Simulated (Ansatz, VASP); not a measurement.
## Two plane-wave programs on Cu

POSCAR

```
Cu
1.0
    2.5302489981      0.0000000000      0.0000000000
   -1.2651244990      2.1912599102      0.0000000000
    0.0000000000      0.0000000000      8.2617582564
Cu
4
Direct
    1.0000000000      1.0000000000      1.0000000000
    1.0000000000      1.0000000000      0.5000000000
    0.3333333333      0.6666666667      0.2500000000
    0.6666666667      0.3333333333      0.7500000000
```

Contents of INCAR.step1:

```
SYSTEM = Cu
ALGO = Normal ; EDIFF = 1E-4
ENCUT = 520 ; GGA = PE
ISMEAR = -1 ; LASPH = .True.
LCHARG = .False. ; LREAL = .False.
LWAVE = .True. ; NBANDS = 30
NELM = 80 ; PREC = Accurate
SIGMA = 0.1
```

INCAR.step2

```
SYSTEM = Cu
ALGO = Normal ; EDIFF = 1E-6
ENCUT = 520 ; ISIF = 2
ISMEAR = -1 ; ISTART = 1
LASPH = .True. ; LCHARG = .True.
LELF = .True. ; LMIXTAU = .True.
LREAL = .False. ; LVHAR = .True.
LWAVE = .False. ; METAGGA = R2SCAN
NBANDS = 30 ; NELM = 80
PREC = Accurate ; SIGMA = 0.1
```

The input KPOINTS:

```
k-points
0
Gamma
  16 16 5
  0 0 0
```

Input for Ansatz:

```yaml
crystal:
  lattice:
    - [2.5302489981, 0.0, 0.0]
    - [-1.265124499, 2.1912599102, 0.0]
    - [0.0, 0.0, 8.2617582564]
  atoms:
    - { symbol: Cu, position: [1.0, 1.0, 1.0] }
    - { symbol: Cu, position: [1.0, 1.0, 0.5] }
    - { symbol: Cu, position: [0.3333333333, 0.6666666667, 0.25] }
    - { symbol: Cu, position: [0.6666666667, 0.3333333333, 0.75] }
hamiltonian:
  xc: r2scan
  pseudopotentials:
    kind: paw
    azcp:
      Cu: "pseudopotentials/Cu.paw.azcp"
basis:
  ecutwfc: 500
  fft_grid_basis: typed
kpoints:
  mp_grid: { grid: [16, 16, 5], shift: [0, 0, 0] }
magnetization:
  spin_polarized: false
scf:
  occupations: { method: fermi_dirac, width: 0.1 }
  lower_state_search: "off"
output:
  stress: true
```

Alike in both runs: task single point; functional r2SCAN; k mesh 16 × 16 × 5; occupations fermi-dirac, width 0.1 eV; no spin polarisation.

|  | VASP | Ansatz |
| --- | --- | --- |
| version | VASP 6.6.1 | Ansatz 0.2.0 |
| potentials or method | VASP PAW PBE potentials, release 64 (Cu), cutoff 520 eV | plane waves (500 eV) with PAW, scalar-relativistic |
| valence electrons in the cell | 44 | 76 |

|  | VASP | Ansatz | Ansatz less VASP |
| --- | --- | --- | --- |
| pressure (GPa) | 0.7 | 0.0 | -0.69 |
| traceless stress, the component that is largest in VASP (GPa) | 0.11 | 0.05 | -0.057 |

VASP's potentials were made for PBE, not for r2SCAN. VASP's potentials hold 44 valence electrons a cell and Ansatz's 76, so a difference there can come from the potentials and not from the codes.
